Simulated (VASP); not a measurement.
# HfC (I4/mmm) in VASP: a series of runs

The runs below take HfC through single point, with PBE.

All numbers are computed with VASP 6.6.1; they aren't measurements. Logs are shortened: lines on timing, memory, paths and dates and some standing lists are left out, and cuts for length are marked.

### Step 1. The cell of the first run

Symmetry: I4/mmm, No. 139, tetragonal system. Conventional cell: a = 3.178 Å, b = 3.178 Å, c = 4.650 Å, α = 90.00°, β = 90.00°, γ = 90.00°. Within 3.0 Å of Hf (site symmetry 4/mmm) lie 6 C at 2.25 to 2.33 Å. Within 3.0 Å of C (site symmetry 4/mmm) lie 6 Hf at 2.25 to 2.33 Å.

### Step 2. Single point, PBE

File INCAR:

```
PREC = Accurate
ENCUT = 520
EDIFF = 1E-6
ISMEAR = 1
SIGMA = 0.1
LREAL = F
LASPH = T
NELM = 60
ALGO = Normal
ISIF = 2
LWAVE = F
LCHARG = F
GGA = PE
NBANDS = 14
```

File KPOINTS:

```
Automatic mesh
0
Gamma
  13 13 13
```

File POSCAR:

```
HfC
1.0
    0.0000000000      2.2475000000      2.3250000000
    2.2475000000      0.0000000000      2.3250000000
    2.2475000000      2.2475000000      0.0000000000
Hf C
1 1
Direct
    0.5000000000      0.5000000000      0.5000000000
    0.0000000000      0.0000000000      0.0000000000
```

Potentials or basis: VASP PAW PBE potentials, release 64 (Hf_pv, C).

On the command line:

```
cat potpaw_PBE.64/Hf_pv/POTCAR potpaw_PBE.64/C/POTCAR > POTCAR
mpirun -np 1 vasp_std > vasp.out
```

OUTCAR:

```text
PREC = Accurate
   ENCUT = 520
   EDIFF = 1E-6
   ISMEAR = 1
   LREAL = F
   LASPH = T
   NELM = 60
   ISIF = 2
   GGA = PE

 ion  position               nearest neighbor table
   1  0.500  0.500  0.500-   2 2.25   2 2.25   2 2.25   2 2.25   2 2.33   2 2.33
   2  0.000  0.000  0.000-   1 2.25   1 2.25   1 2.25   1 2.25   1 2.33   1 2.33

  LATTYP: Found a body centered tetragonal cell.
 ALAT       =     3.1784449814
 C/A-ratio  =     1.4629795473

  Lattice vectors:

 A1 = (  -2.2475000000,   0.0000000000,   2.3250000000)
 A2 = (   2.2475000000,   0.0000000000,   2.3250000000)
 A3 = (   0.0000000000,   2.2475000000,  -2.3250000000)

Analysis of symmetry for initial positions (statically):
=====================================================================
 Subroutine PRICEL returns:
 Original cell was already a primitive cell.

 Routine SETGRP: Setting up the symmetry group for a
 body centered tetragonal supercell.

 Subroutine GETGRP returns: Found 16 space group operations
 (whereof 16 operations were pure point group operations)
 out of a pool of 16 trial point group operations.

The static configuration has the point symmetry D_4h.

Analysis of symmetry for dynamics (positions and initial velocities):
=====================================================================
 Subroutine PRICEL returns:
 Original cell was already a primitive cell.

 Routine SETGRP: Setting up the symmetry group for a
 body centered tetragonal supercell.

 Subroutine GETGRP returns: Found 16 space group operations
 (whereof 16 operations were pure point group operations)
 out of a pool of 16 trial point group operations.

The dynamic configuration has the point symmetry D_4h.

 Subroutine INISYM returns: Found 16 space group operations
 (whereof 16 operations are pure point group operations),
 and found     1 'primitive' translations

----------------------------------------------------------------------------------------

                                     Primitive cell

  volume of cell :      23.4883

  direct lattice vectors                    reciprocal lattice vectors
     0.000000000  2.247500000  2.325000000    -0.222469410  0.222469410  0.215053763
     2.247500000  0.000000000  2.325000000     0.222469410 -0.222469410  0.215053763
     2.247500000  2.247500000  0.000000000     0.222469410  0.222469410 -0.215053763

  length of vectors
     3.233710137  3.233710137  3.178444981     0.381094999  0.381094999  0.381094999

  position of ions in fractional coordinates (direct lattice)
     0.500000000  0.500000000  0.500000000
     0.000000000  0.000000000  0.000000000
[... 89 lines left out ...]
   NUPDOWN=      -1.0000    fix difference up-down
   EMIN   =  10.00;   EMAX   =-10.00  energy-range for DOS
   EFERMI =   0.00;   METHOD = LEGACY
   ISMEAR =     1;   SIGMA  =   0.10  broadening in eV -4-tet -1-fermi 0-gaus
   EFERMI_NEDOS =   21; number of points for ismear=-14 and -15
   IALGO  =     38    algorithm
   IMIX   =      4    mixing-type and parameters
     AMIX     =   0.40;   BMIX     =  1.00
     AMIX_MAG =   1.60;   BMIX_MAG =  1.00
  volume/ion in A,a.u.               =      11.74        79.25
  Fermi-wavevector in a.u.,A,eV,Ry     =   1.377738  2.603548 25.826072  1.898163
  Thomas-Fermi vector in A             =   2.502864
   LORBIT       =      0    0 simple, 1 ext, 2 COOP (PROOUT), +10 PAW based schemes
   GGA     = PE    functional components
   LHFCALC =     F    Hartree Fock is set to
   AEXX    =    0.0000 exact exchange contribution
   IVDW    =     0    specifies the selected vdW correction
   LEPSILON=     F    determine dielectric tensor
   LRPA    =     F    only Hartree local field effects (RPA)
 non-spin polarized calculation
 Methfessel and Paxton  Order N= 1 SIGMA  =   0.10
  energy-cutoff  :      520.00
  volume of cell :       23.49
 maximum number of plane-waves:       644
   NGX = 13   NGY = 13   NGZ = 11

 number of electron      14.0000001 magnetization

 Free energy of the ion-electron system (eV)
  ---------------------------------------------------
  ext. energy  EPLUGINS =         0.00000000
  ---------------------------------------------------
  free energy    TOTEN  =       -20.93049825 eV

  energy without entropy =      -20.93017128  energy(sigma->0) =      -20.93038926

 E-fermi :   6.4846     XC(G=0): -12.6220

 val. band max:        6.4651603234   @ k =   0.4615   0.0000   0.4615
 cond. band min:       6.5010697998   @ k =   0.1538   0.1538   0.0000
 fundamental gap:      0.0359094764
 Fermi energy:         6.4846052967

 k-point     1 :       0.0000    0.0000    0.0000
  band No.  band energies     occupation
      1     -22.7764      2.00000
      2     -22.7361      2.00000
      3     -22.7361      2.00000
      4      -6.1677      2.00000
      5       7.3861     -0.00000
      6       7.5943     -0.00000
      7       7.5943     -0.00000
      8       7.6386     -0.00000
      9       8.0328     -0.00000
     10       8.0328     -0.00000
     11       9.7521      0.00000
     12      10.3338      0.00000
     13      14.2599      0.00000
     14      17.6981      0.00000
[... 377 lines left out ...]
      1     -23.4981      2.00000
      2     -22.9573      2.00000
      3     -22.8487      2.00000
      4      -2.9521      2.00000
      5       1.2302      2.00000
      6       3.4997      2.00000
      7       4.0291      2.00000
      8       9.5388      0.00000
      9      12.3642      0.00000
     10      12.7223      0.00000
     11      15.4087      0.00000
     12      16.4943      0.00000
     13      18.3025      0.00000
     14      20.1626      0.00000

 [... further k-points ...]

------------------------ aborting loop because EDIFF is reached ----------------------------------------

  FORCE on cell =-STRESS in cart. coord.  units (eV):
  Direction    XX          YY          ZZ          XY          YZ          ZX
  --------------------------------------------------------------------------------------
  -------------------------------------------------------------------------------------
  Total        3.5974989      3.5974989      1.0074860      0.0000000      0.0000000     -0.0000000
  in kB      245.3911512    245.3911512     68.7222319      0.0000000      0.0000000     -0.0000000
  external PRESSURE =     186.5015115 kB  Pullay stress =       0.0000000 kB

 VOLUME and BASIS-vectors are now :
 -----------------------------------------------------------------------------
  energy-cutoff  :      520.00
  volume of cell :       23.49
      direct lattice vectors                 reciprocal lattice vectors
     0.000000000  2.247500000  2.325000000    -0.222469410  0.222469410  0.215053763
     2.247500000  0.000000000  2.325000000     0.222469410 -0.222469410  0.215053763
     2.247500000  2.247500000  0.000000000     0.222469410  0.222469410 -0.215053763

 POSITION                                       TOTAL-FORCE (eV/Angst)
 -----------------------------------------------------------------------------------
      2.24750      2.24750      2.32500         0.000000     -0.000000      0.000000
      0.00000      0.00000      0.00000        -0.000000      0.000000      0.000000
 -----------------------------------------------------------------------------------
    total drift:                                0.000000     -0.000000      0.000000

  FREE ENERGIE OF THE ION-ELECTRON SYSTEM (eV)
  ---------------------------------------------------
  free  energy   TOTEN  =       -20.9304982506 eV

  energy  without entropy=      -20.9301712797  energy(sigma->0) =      -20.93038926
```

OSZICAR:

```text
N       E                     dE             d eps       ncg     rms          rms(c)
DAV:   1     0.244376480795E+02    0.24438E+02   -0.78468E+03  5504   0.995E+02
DAV:   2    -0.225384838455E+02   -0.46976E+02   -0.44063E+02  7022   0.204E+02
DAV:   3    -0.240440312003E+02   -0.15055E+01   -0.15015E+01  6610   0.267E+01
DAV:   4    -0.240500266720E+02   -0.59955E-02   -0.59950E-02  6532   0.208E+00
DAV:   5    -0.240500616409E+02   -0.34969E-04   -0.34969E-04  6624   0.142E-01    0.647E+01
DAV:   6    -0.209678770420E+02    0.30822E+01   -0.11478E+01  6124   0.183E+01    0.455E+01
DAV:   7    -0.209410316913E+02    0.26845E-01   -0.53549E-01  7036   0.509E+00    0.250E+01
DAV:   8    -0.209351577747E+02    0.58739E-02   -0.50149E-02  6580   0.172E+00    0.494E+00
DAV:   9    -0.209307968638E+02    0.43609E-02   -0.18428E-02  6364   0.736E-01    0.188E+00
DAV:  10    -0.209305038542E+02    0.29301E-03   -0.10989E-03  6816   0.249E-01    0.628E-02
DAV:  11    -0.209304986957E+02    0.51585E-05   -0.69664E-05  6448   0.672E-02    0.439E-02
DAV:  12    -0.209304982506E+02    0.44515E-06   -0.17879E-06  6536   0.118E-02
   1 F= -.20930498E+02 E0= -.20930389E+02  d E =-.326971E-03
```

It took 31 s on 1 thread of Intel Xeon 6975P-C (Granite Rapids), shared host; peak memory 0.19 GiB.

What came out:

* Free energy: -20.9305 eV
* Pressure: 18.7 GPa
* Band gap on the k mesh: zero (band 7 reaches 7.59 eV, above the bottom of band 8 at 6.06 eV)

Caveat: spin-orbit coupling is left out, which moves the levels of the heavy elements.

### Step 3. Single point, PBE

This run uses another cell than the first one, of 12.15 Å³/atom, 1.035 times its volume.

File INCAR:

```
SYSTEM = HfC
ALGO = Normal
EDIFF = 1E-6
ENCUT = 520
GGA = PE
ISIF = 2
ISMEAR = 1
LASPH = .True.
LCHARG = .False.
LREAL = .False.
LWAVE = .False.
NBANDS = 14
NELM = 100
PREC = Accurate
SIGMA = 0.1
```

File KPOINTS:

```
k-points
0
Gamma
  13 13 13
  0 0 0
```

File POSCAR:

```
HfC
1.0
    0.0000000000      2.2862500000      2.3250000000
    2.2862500000      0.0000000000      2.3250000000
    2.2862500000      2.2862500000      0.0000000000
Hf C
1 1
Direct
    0.5000000000      0.5000000000      0.5000000000
    0.0000000000      0.0000000000      0.0000000000
```

Potentials or basis: VASP PAW PBE potentials, release 64 (Hf_pv, C).

On the command line:

```
cat potpaw_PBE.64/Hf_pv/POTCAR potpaw_PBE.64/C/POTCAR > POTCAR
mpirun -np 1 vasp_std > vasp.out
```

It took 33 s on 1 thread of Intel Xeon 6975P-C (Granite Rapids), shared host; peak memory 0.19 GiB.

Results (log left out):

| Item | Value |
| --- | --- |
| Free energy | -21.0197 eV |
| Pressure | 8.2 GPa |
| Band gap on the k mesh | zero (band 7 reaches 7.26 eV, above the bottom of band 8 at 5.81 eV) |

Stress tensor (GPa, compression positive):
```
10.82  0.00  0.00
 0.00 10.82  0.00
 0.00  0.00  3.08
```

Levels at points of the mesh, in eV from the Fermi level:
```
           k point  band 5  band 6  band 7  band 8  band 9  band 10
(0.00, 0.00, 0.00)    0.96    1.05    1.05    1.28    1.47     1.47
```

Caveat: spin-orbit coupling is left out, which moves the levels of the heavy elements.
